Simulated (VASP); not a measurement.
# ZnSe (F-43m) in VASP: a series of runs

Runs on ZnSe. Level: PBE. Tasks: single point.

All numbers are computed with VASP 6.6.1; they aren't measurements. Logs are shortened: lines on timing, memory, paths and dates and some standing lists are left out, and cuts for length are marked.

**1. The cell of the first run**

The structure is cubic, space group F-43m (No. 216). The conventional cell has a = 5.668 Å, b = 5.668 Å, c = 5.668 Å, α = 90.00°, β = 90.00°, γ = 90.00°. Zn (site symmetry -43m) has 4 Se at 2.45 Å within 3.2 Å. Within 3.2 Å of Se (site symmetry -43m) lie 4 Zn at 2.45 Å.

**2. Single point, PBE**

The input, INCAR:

```
SYSTEM = ZnSe
ALGO = Normal
EDIFF = 1E-6
ENCUT = 500
GGA = PE
GGA_COMPAT = .FALSE.
ISIF = 2
ISMEAR = 0
LASPH = .TRUE.
LCHARG = .FALSE.
LREAL = .FALSE.
LWAVE = .FALSE.
NBANDS = 16
NELM = 120
PREC = Accurate
SIGMA = 0.05
```

The input, KPOINTS:

```
k-points
0
G
  6 6 6
  0 0 0
```

The input, POSCAR:

```
ZnSe
1.0
    0.0000000000      2.8338000000      2.8338000000
    2.8338000000      0.0000000000      2.8338000000
    2.8338000000      2.8338000000      0.0000000000
Zn Se
1 1
Direct
    0.0000000000      0.0000000000      0.0000000000
    0.2500000000      0.2500000000      0.2500000000
```

Potentials or basis: VASP PAW PBE potentials, release 64 (Zn, Se).

Launch:

```sh
cat potpaw_PBE.64/Zn/POTCAR potpaw_PBE.64/Se/POTCAR > POTCAR
mpirun -np 1 vasp_std > vasp.out
```

OUTCAR:

```text
SYSTEM = ZnSe
   EDIFF = 1E-6
   ENCUT = 500
   GGA = PE
   ISIF = 2
   ISMEAR = 0
   LASPH = .TRUE.
   LREAL = .FALSE.
   NELM = 120
   PREC = Accurate

 ion  position               nearest neighbor table
   1  0.000  0.000  0.000-   2 2.45   2 2.45   2 2.45   2 2.45
   2  0.250  0.250  0.250-   1 2.45   1 2.45   1 2.45   1 2.45

  LATTYP: Found a face centered cubic cell.
 ALAT       =     5.6676000000

  Lattice vectors:

 A1 = (   0.0000000000,   2.8338000000,   2.8338000000)
 A2 = (   2.8338000000,   0.0000000000,   2.8338000000)
 A3 = (   2.8338000000,   2.8338000000,   0.0000000000)

Analysis of symmetry for initial positions (statically):
=====================================================================
 Subroutine PRICEL returns:
 Original cell was already a primitive cell.

 Routine SETGRP: Setting up the symmetry group for a
 face centered cubic supercell.

 Subroutine GETGRP returns: Found 24 space group operations
 (whereof 24 operations were pure point group operations)
 out of a pool of 48 trial point group operations.

The static configuration has the point symmetry T_d .

Analysis of symmetry for dynamics (positions and initial velocities):
=====================================================================
 Subroutine PRICEL returns:
 Original cell was already a primitive cell.

 Routine SETGRP: Setting up the symmetry group for a
 face centered cubic supercell.

 Subroutine GETGRP returns: Found 24 space group operations
 (whereof 24 operations were pure point group operations)
 out of a pool of 48 trial point group operations.

The dynamic configuration has the point symmetry T_d .

 Subroutine INISYM returns: Found 24 space group operations
 (whereof 24 operations are pure point group operations),
 and found     1 'primitive' translations

----------------------------------------------------------------------------------------

                                     Primitive cell

  volume of cell :      45.5132

  direct lattice vectors                    reciprocal lattice vectors
     0.000000000  2.833800000  2.833800000    -0.176441527  0.176441527  0.176441527
     2.833800000  0.000000000  2.833800000     0.176441527 -0.176441527  0.176441527
     2.833800000  2.833800000  0.000000000     0.176441527  0.176441527 -0.176441527

  length of vectors
     4.007598393  4.007598393  4.007598393     0.305605690  0.305605690  0.305605690

  position of ions in fractional coordinates (direct lattice)
     0.000000000  0.000000000  0.000000000
     0.250000000  0.250000000  0.250000000

  ion indices of the primitive-cell ions
   primitive index   ion index
                 1           1
                 2           2

----------------------------------------------------------------------------------------

 KPOINTS: k-points

Automatic generation of k-mesh.
 Grid dimensions read from file:
 generate k-points for:    6    6    6

 Generating k-lattice:

  Cartesian coordinates                     Fractional coordinates (reciprocal lattice)
    -0.029406921  0.029406921  0.029406921     0.166666667  0.000000000  0.000000000
     0.029406921 -0.029406921  0.029406921     0.000000000  0.166666667  0.000000000
     0.029406921  0.029406921 -0.029406921     0.000000000  0.000000000  0.166666667

  Length of vectors
     0.050934282  0.050934282  0.050934282

  Shift w.r.t. Gamma in fractional coordinates (k-lattice)
     0.000000000  0.000000000  0.000000000

 Subroutine IBZKPT returns following result:
 ===========================================

 Found     16 irreducible k-points:

 Following reciprocal coordinates:
            Coordinates               Weight
  0.000000  0.000000  0.000000      1.000000
  0.166667  0.000000  0.000000      8.000000
  0.333333  0.000000  0.000000      8.000000
  0.500000  0.000000  0.000000      4.000000
  0.166667  0.166667  0.000000      6.000000
  0.333333  0.166667  0.000000     24.000000
[... 8 lines left out ...]
 -0.333333  0.333333  0.166667     24.000000
 -0.333333  0.500000  0.166667     12.000000
   k-points           NKPTS =     16   k-points in BZ     NKDIM =     16   number of bands    NBANDS=     16
   number of dos      NEDOS =    301   number of ions     NIONS =      2
   total plane-waves  NPLWV =  27000
   dimension x,y,z NGX =    30 NGY =   30 NGZ =   30
   dimension x,y,z NGXF=    60 NGYF=   60 NGZF=   60
   ions per type =               1   1
   NGX,Y,Z   is equivalent  to a cutoff of  12.44, 12.44, 12.44 a.u.
   NGXF,Y,Z  is equivalent  to a cutoff of  24.89, 24.89, 24.89 a.u.
 SYSTEM =  ZnSe
   PREC   = accura    normal or accurate (medium, high low for compatibility)
   ISTART =      0    job   : 0-new  1-cont  2-samecut
   ICHARG =      2    charge: 1-file 2-atom 10-const
   ISPIN  =      1    spin polarized calculation?
   LNONCOLLINEAR =      F non collinear calculations
   LSORBIT =      F    spin-orbit coupling
   LASPH  =      T    aspherical Exc in radial PAW
   ENCUT  =  500.0 eV  36.75 Ry    6.06 a.u.   7.31  7.31  7.31*2*pi/ulx,y,z
   NELM   =    120;   NELMIN=  2; NELMDL= -5     # of ELM steps
   EDIFF  = 0.1E-05   stopping-criterion for ELM
   LREAL  =      F    real-space projection
   EDIFFG = 0.1E-04   stopping-criterion for IOM
   NSW    =      0    number of steps for IOM
   IBRION =     -1    ionic relax: 0-MD 1-quasi-New 2-CG
   NFREE  =      0    steps in history (QN), initial steepest desc. (CG)
   ISIF   =      2    stress and relaxation
   ISYM   =      2    0-nonsym 1-usesym 2-fastsym
   POTIM  = 0.5000    time-step for ionic-motion
   TEBEG  =    0.0;   TEEND  =   0.0 temperature during run
   PSTRESS=    0.0 pullay stress
   NELECT =      18.0000    total number of electrons
   NUPDOWN=      -1.0000    fix difference up-down
   EMIN   =  10.00;   EMAX   =-10.00  energy-range for DOS
   EFERMI =   0.00;   METHOD = LEGACY
   ISMEAR =     0;   SIGMA  =   0.05  broadening in eV -4-tet -1-fermi 0-gaus
   EFERMI_NEDOS =   21; number of points for ismear=-14 and -15
   IALGO  =     38    algorithm
   IMIX   =      4    mixing-type and parameters
     AMIX     =   0.40;   BMIX     =  1.00
     AMIX_MAG =   1.60;   BMIX_MAG =  1.00
  volume/ion in A,a.u.               =      22.76       153.57
  Fermi-wavevector in a.u.,A,eV,Ry     =   1.201673  2.270834 19.647073  1.444019
  Thomas-Fermi vector in A             =   2.337476
   LORBIT       =      0    0 simple, 1 ext, 2 COOP (PROOUT), +10 PAW based schemes
   GGA     = PE    functional components
   LHFCALC =     F    Hartree Fock is set to
   AEXX    =    0.0000 exact exchange contribution
   IVDW    =     0    specifies the selected vdW correction
   LEPSILON=     F    determine dielectric tensor
   LRPA    =     F    only Hartree local field effects (RPA)
 non-spin polarized calculation
 Gauss-broadening in eV      SIGMA  =   0.05
  energy-cutoff  :      500.00
  volume of cell :       45.51
 maximum number of plane-waves:      1173
 NGX is ok and might be reduce to    30
   NGX = 15   NGY = 15   NGZ = 15

 number of electron      18.0000012 magnetization

 Free energy of the ion-electron system (eV)
  ---------------------------------------------------
  ext. energy  EPLUGINS =         0.00000000
  ---------------------------------------------------
  free energy    TOTEN  =        -6.01480116 eV

  energy without entropy =       -6.01480116  energy(sigma->0) =       -6.01480116

 E-fermi :   1.8441     XC(G=0):  -9.3201

 val. band max:        1.6166956751   @ k =   0.0000   0.0000   0.0000
 cond. band min:       2.9054802353   @ k =   0.0000   0.0000   0.0000
 fundamental gap:      1.2887845602
 Fermi energy:         1.8441111247

 k-point     1 :       0.0000    0.0000    0.0000
  band No.  band energies     occupation
      1     -11.6419      2.00000
      2      -4.9327      2.00000
      3      -4.9327      2.00000
      4      -4.9327      2.00000
      5      -4.5632      2.00000
      6      -4.5632      2.00000
[... 8 lines left out ...]
     15      13.0751      0.00000
     16      13.0751      0.00000

 k-point     2 :       0.1667    0.0000    0.0000
  band No.  band energies     occupation
      1     -11.4675      2.00000
      2      -4.9163      2.00000
      3      -4.9061      2.00000
      4      -4.9061      2.00000
      5      -4.5650      2.00000
      6      -4.5650      2.00000
[... 8 lines left out ...]
     15      12.0765      0.00000
     16      12.6357      0.00000

 k-point     3 :       0.3333    0.0000    0.0000
  band No.  band energies     occupation
      1     -11.0759      2.00000
      2      -4.8614      2.00000
      3      -4.8614      2.00000
      4      -4.7621      2.00000
      5      -4.5567      2.00000
      6      -4.5567      2.00000
[... 8 lines left out ...]
     15      12.6673      0.00000
     16      12.6673      0.00000

 k-point     4 :       0.5000    0.0000    0.0000
  band No.  band energies     occupation
      1     -10.8524      2.00000
      2      -4.8451      2.00000
      3      -4.8451      2.00000
      4      -4.5448      2.00000
      5      -4.5448      2.00000
      6      -4.4045      2.00000
[... 8 lines left out ...]
     15      14.7216      0.00000
     16      14.7216      0.00000
[... 172 lines left out ...]
 k-point    14 :       0.5000    0.3333    0.1667
  band No.  band energies     occupation
      1     -10.8040      2.00000
      2      -4.8402      2.00000
      3      -4.7942      2.00000
      4      -4.6932      2.00000
      5      -4.5469      2.00000
      6      -4.4967      2.00000
[... 8 lines left out ...]
     15      14.4988      0.00000
     16      15.9177      0.00000

 k-point    15 :      -0.3333    0.3333    0.1667
  band No.  band energies     occupation
      1     -10.6513      2.00000
      2      -4.8202      2.00000
      3      -4.7651      2.00000
      4      -4.5989      2.00000
      5      -4.5694      2.00000
      6      -4.3199      2.00000
[... 8 lines left out ...]
     15      14.6797      0.00000
     16      15.6341      0.00000

 k-point    16 :      -0.3333    0.5000    0.1667
  band No.  band energies     occupation
      1     -10.5804      2.00000
      2      -4.8351      2.00000
      3      -4.7163      2.00000
      4      -4.6437      2.00000
      5      -4.5489      2.00000
      6      -4.2923      2.00000
[... 8 lines left out ...]
     15      15.3723      0.00000
     16      15.7965      0.00000

------------------------ aborting loop because EDIFF is reached ----------------------------------------

  FORCE on cell =-STRESS in cart. coord.  units (eV):
  Direction    XX          YY          ZZ          XY          YZ          ZX
  --------------------------------------------------------------------------------------
  -------------------------------------------------------------------------------------
  Total        0.6713209      0.6713209      0.6713209      0.0000000      0.0000000      0.0000000
  in kB       23.6321479     23.6321479     23.6321479      0.0000000      0.0000000      0.0000000
  external PRESSURE =      23.6321479 kB  Pullay stress =       0.0000000 kB

 VOLUME and BASIS-vectors are now :
 -----------------------------------------------------------------------------
  energy-cutoff  :      500.00
  volume of cell :       45.51
      direct lattice vectors                 reciprocal lattice vectors
     0.000000000  2.833800000  2.833800000    -0.176441527  0.176441527  0.176441527
     2.833800000  0.000000000  2.833800000     0.176441527 -0.176441527  0.176441527
     2.833800000  2.833800000  0.000000000     0.176441527  0.176441527 -0.176441527

 POSITION                                       TOTAL-FORCE (eV/Angst)
 -----------------------------------------------------------------------------------
      0.00000      0.00000      0.00000         0.000000     -0.000000     -0.000000
      1.41690      1.41690      1.41690        -0.000000      0.000000      0.000000
 -----------------------------------------------------------------------------------
    total drift:                               -0.000000     -0.000000     -0.000000

  FREE ENERGIE OF THE ION-ELECTRON SYSTEM (eV)
  ---------------------------------------------------
  free  energy   TOTEN  =        -6.0148011643 eV

  energy  without entropy=       -6.0148011643  energy(sigma->0) =       -6.01480116
```

Wall time 15 s (1 thread of Intel Xeon Platinum 8259CL at 2.50GHz (Skylake/Cascade Lake), shared host); peak memory 0.16 GiB.

Results:

- Free energy: -6.0148 eV
- Pressure: 2.4 GPa
- Band gap on the k mesh: 1.29 eV

Levels at points of the mesh, in eV from the valence-band top:
```
           k point  band 5  band 6  band 7  band 8  band 9  band 10  band 11  band 12  band 13  band 14
(0.00, 0.00, 0.00)   -6.18   -6.18    0.00    0.00    0.00     1.29     5.80     5.80     5.80     9.93
(0.50, 0.00, 0.00)   -6.16   -6.02   -5.23   -0.87   -0.87     2.54     6.38     6.38     8.58    10.97
(0.50, 0.50, 0.00)   -6.13   -6.00   -4.76   -2.19   -2.19     2.98     3.46    10.74    11.25    11.25
```

**3. Single point, PBE (23.08 Å³/atom)**

This run uses another cell than the first one, of 23.08 Å³/atom.

The input, INCAR:

```
PREC = Accurate ; ENCUT = 500
EDIFF = 1E-6 ; ISMEAR = 0
SIGMA = 0.05 ; LREAL = False
LASPH = True ; NELM = 120
ALGO = Normal ; ISIF = 2
LWAVE = False ; LCHARG = False
GGA = PE ; NBANDS = 16
GGA_COMPAT = False
```

The input, KPOINTS:

```
regular mesh
0
Gamma
  6 6 6
```

The input, POSCAR:

```
ZnSe
1.0
    0.0000000000      2.8471276398      2.8471276398
    2.8471276398      0.0000000000      2.8471276398
    2.8471276398      2.8471276398      0.0000000000
Zn Se
1 1
Direct
    0.0000000000      0.0000000000      0.0000000000
    0.2500000000      0.2500000000      0.2500000000
```

Potentials or basis: VASP PAW PBE potentials, release 64 (Zn, Se).

Launch:

```sh
cat potpaw_PBE.64/Zn/POTCAR potpaw_PBE.64/Se/POTCAR > POTCAR
mpirun -np 1 vasp_std > vasp.out
```

OUTCAR:

```text
PREC = Accurate
   ENCUT = 500
   EDIFF = 1E-6
   ISMEAR = 0
   LREAL = False
   LASPH = True
   NELM = 120
   ISIF = 2
   GGA = PE

 ion  position               nearest neighbor table
   1  0.000  0.000  0.000-   2 2.47   2 2.47   2 2.47   2 2.47
   2  0.250  0.250  0.250-   1 2.47   1 2.47   1 2.47   1 2.47

  LATTYP: Found a face centered cubic cell.
 ALAT       =     5.6942552796

  Lattice vectors:

 A1 = (   0.0000000000,   2.8471276398,   2.8471276398)
[... 479 lines left out ...]

------------------------ aborting loop because EDIFF is reached ----------------------------------------

  FORCE on cell =-STRESS in cart. coord.  units (eV):
  Direction    XX          YY          ZZ          XY          YZ          ZX
  --------------------------------------------------------------------------------------
  -------------------------------------------------------------------------------------
  Total        0.4168685      0.4168685      0.4168685     -0.0000000      0.0000000      0.0000000
  in kB       14.4696773     14.4696773     14.4696773     -0.0000000      0.0000000      0.0000000
  external PRESSURE =      14.4696773 kB  Pullay stress =       0.0000000 kB

 VOLUME and BASIS-vectors are now :
 -----------------------------------------------------------------------------
  energy-cutoff  :      500.00
  volume of cell :       46.16
      direct lattice vectors                 reciprocal lattice vectors
     0.000000000  2.847127640  2.847127640    -0.175615590  0.175615590  0.175615590
     2.847127640  0.000000000  2.847127640     0.175615590 -0.175615590  0.175615590
     2.847127640  2.847127640  0.000000000     0.175615590  0.175615590 -0.175615590

 POSITION                                       TOTAL-FORCE (eV/Angst)
 -----------------------------------------------------------------------------------
      0.00000      0.00000      0.00000         0.000000      0.000000      0.000000
      1.42356      1.42356      1.42356        -0.000000     -0.000000     -0.000000
 -----------------------------------------------------------------------------------
    total drift:                               -0.000000     -0.000000     -0.000001

  FREE ENERGIE OF THE ION-ELECTRON SYSTEM (eV)
  ---------------------------------------------------
  free  energy   TOTEN  =        -6.0224692269 eV

  energy  without entropy=       -6.0224692269  energy(sigma->0) =       -6.02246923
```

OSZICAR:

```text
N       E                     dE             d eps       ncg     rms          rms(c)
DAV:   1     0.867579359169E+02    0.86758E+02   -0.86277E+03   512   0.127E+03
DAV:   2    -0.103879912765E+01   -0.87797E+02   -0.82836E+02   576   0.253E+02
DAV:   3    -0.627257357286E+01   -0.52338E+01   -0.52182E+01   600   0.611E+01
DAV:   4    -0.631269296682E+01   -0.40119E-01   -0.40116E-01   680   0.561E+00
DAV:   5    -0.631287334002E+01   -0.18037E-03   -0.18037E-03   600   0.339E-01    0.463E+00
DAV:   6    -0.604110521098E+01    0.27177E+00   -0.53100E-01   736   0.235E+01    0.354E+00
DAV:   7    -0.602225299311E+01    0.18852E-01   -0.15444E-01   576   0.345E+00    0.151E+00
DAV:   8    -0.602210962917E+01    0.14336E-03   -0.42978E-03   712   0.635E-01    0.446E-01
DAV:   9    -0.602236446959E+01   -0.25484E-03   -0.10670E-03   576   0.249E-01    0.673E-02
DAV:  10    -0.602246980816E+01   -0.10534E-03   -0.17369E-04   648   0.104E-01    0.187E-02
DAV:  11    -0.602246786440E+01    0.19438E-05   -0.32741E-05   640   0.537E-02    0.497E-03
DAV:  12    -0.602246914252E+01   -0.12781E-05   -0.48228E-06   648   0.138E-02    0.314E-03
DAV:  13    -0.602246922688E+01   -0.84358E-07   -0.57607E-07   480   0.576E-03
   1 F= -.60224692E+01 E0= -.60224692E+01  d E =-.461856E-12
```

Wall time 16 s (1 thread of Intel Xeon Platinum 8259CL at 2.50GHz (Skylake/Cascade Lake), shared host); peak memory 0.17 GiB.

What came out:

- Free energy: -6.0225 eV
- Pressure: 1.4 GPa
- Band gap on the k mesh: 1.23 eV

PBE gaps usually lie below the measured ones, often by a third to a half.
